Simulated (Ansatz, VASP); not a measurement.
One calculation of NaH, two programs

```
Na H
1.0
     2.95512    0.00000    0.00000
     0.00000    2.95512    0.00000
     0.00000    0.00000    2.95512
Na H
1 1
Cartesian
  0.0000 0.0000 0.0000
  1.4776 1.4776 1.4776
```

Alike in both runs: task single point; functional PBE; k mesh 10 × 10 × 10; occupations gaussian, width 0.05 eV; no spin polarisation.

|  | VASP | Ansatz |
| --- | --- | --- |
| version | VASP 6.6.1 | Ansatz 0.2.0 |
| potentials or method | VASP PAW PBE potentials, release 64 (Na_pv, H), cutoff 520 eV | scalar-relativistic, plane waves, PAW |
| valence electrons in the cell | 8 | 10 |

|  | VASP | Ansatz | Ansatz less VASP |
| --- | --- | --- | --- |
| gap on the k mesh at the Fermi level (eV) | 1.03 | 1.03 | +0.002 |
| least direct gap on the mesh (eV) | 4.43 | 4.44 | +0.005 |
| pressure (GPa) | 0.2 | 0.2 | +0.07 |

The functional is the same, so the differences come from potentials, cutoffs and numerics. VASP's potentials hold 8 valence electrons a cell and Ansatz's 10, so a difference there can come from the potentials and not from the codes.
